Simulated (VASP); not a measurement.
The system is Ba.

```
Ba
1.0
    -2.52310    2.52310    2.52310
     2.52310   -2.52310    2.52310
     2.52310    2.52310   -2.52310
Ba
1
Cartesian
  0.0000 0.0000 0.0000
```

Base run:

```yaml
Program: VASP 6.6.1
Functional: PBEsol
Potentials_or_basis: VASP PAW PBE potentials, release 64 (Ba_sv)
Cutoff: 520 eV
k_mesh: 8 × 8 × 8
Occupations: fermi-dirac, width 0.05 eV
Spin: no spin polarisation
```

Its results: band gap on the k mesh zero (band 5 reaches 1.97 eV, above the bottom of band 6 at 0.96 eV); pressure -0.8 GPa.

The run is repeated on the same cell with these changes: functional from PBEsol to LDA; potentials or basis from VASP PAW PBE potentials, release 64 (Ba_sv) to VASP PAW LDA potentials, release 64 (Ba_sv). What comes out?

Band gap on the k mesh zero (band 5 reaches 1.87 eV, above the bottom of band 6 at 0.86 eV); pressure -1.4 GPa.

Caveats: spin-orbit coupling is left out, which moves the levels of the heavy elements; the PAW data sets were made with another functional, which shifts forces and pressure a little (some runs).
